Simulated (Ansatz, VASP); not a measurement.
One calculation of In3GaP4, two programs

The input INCAR:

```
SYSTEM = In3GaP4
ALGO     = Normal         ! electronic algorithm
EDIFF    = 1E-6           ! SCF threshold, eV
ENCUT    = 500            ! plane-wave cutoff, eV
GGA      = PE             ! functional
GGA_COMPAT= .FALSE.      
ISIF     = 2              ! what is computed and relaxed
ISMEAR   = 0              ! smearing method
LASPH    = .TRUE.         ! aspherical terms in the spheres
LCHARG   = .FALSE.        ! write CHGCAR
LREAL    = .FALSE.        ! projectors in reciprocal space
LWAVE    = .FALSE.        ! write WAVECAR
NBANDS   = 46             ! bands
NELM     = 120            ! most SCF steps
PREC     = Accurate       ! precision mode
SIGMA    = 0.01           ! smearing width, eV
```

Contents of KPOINTS:

```
k-points
0
G
  6 4 4
  0 0 0
```

Contents of POSCAR:

```
In3GaP4
1.0
    4.0921329569      0.0000000000      0.0000000000
    0.0000000000      4.0940581162      5.7934043037
    0.0000000000     -4.0940581162      5.7934043037
Ga In P
1 3 4
Direct
    0.0000000000     -0.0003440986     -0.0003440986
    0.5000000000      0.0006733118      0.4995232679
    0.5000000000      0.4995232679      0.0006733118
    0.0000000000      0.4994029693      0.4994029693
    0.5000000000      0.1151401338      0.1151401338
    0.0000000000      0.1196785097      0.6410438219
    0.0000000000      0.6410438219      0.1196785097
    0.5000000000      0.6248820841      0.6248820841
```

Input for Ansatz:

```yaml
crystal:
  lattice:
    - [4.0921329569, 0.0, 0.0]
    - [0.0, 4.0940581162, 5.7934043037]
    - [0.0, -4.0940581162, 5.7934043037]
  atoms:
    - { symbol: Ga, position: [0.0, -0.0003440986, -0.0003440986] }
    - { symbol: In, position: [0.5, 0.0006733118, 0.4995232679] }
    - { symbol: In, position: [0.5, 0.4995232679, 0.0006733118] }
    - { symbol: In, position: [0.0, 0.4994029693, 0.4994029693] }
    - { symbol: P, position: [0.5, 0.1151401338, 0.1151401338] }
    - { symbol: P, position: [0.0, 0.1196785097, 0.6410438219] }
    - { symbol: P, position: [0.0, 0.6410438219, 0.1196785097] }
    - { symbol: P, position: [0.5, 0.6248820841, 0.6248820841] }
kpoints:
  mp_grid: { grid: [6, 4, 4] }
hamiltonian:
  xc: pbe
scf:
  occupations: { method: fixed }
  n_extra_bands: 6
output:
  forces: true
  stress: true
  eigenvalues: true
```

Alike in both runs: task single point; functional PBE; k mesh 6 × 4 × 4; no spin polarisation.

|  | VASP | Ansatz |
| --- | --- | --- |
| version | VASP 6.6.1 | Ansatz 0.2.0 |
| potentials or method | VASP PAW PBE potentials, release 64 (Ga_d, In_d, P) | plane waves, PAW |
| plane-wave cutoff (eV) | 500 | 420 |
| occupations | gaussian, width 0.01 eV | fixed |
| valence electrons in the cell | 72 | 72 |

VASP gave:

- gap on the k mesh at the Fermi level (eV): 0.58
- pressure (GPa): 2.0
- rms of the force components (eV/Å): 0.014

**Question.** What did Ansatz give for the same quantities?

**Answer.** gap on the k mesh at the Fermi level (eV): 0.59; pressure (GPa): 2.1; rms of the force components (eV/Å): 0.016.

Atom by atom the forces differ by 0.002 eV/Å (rms over components).
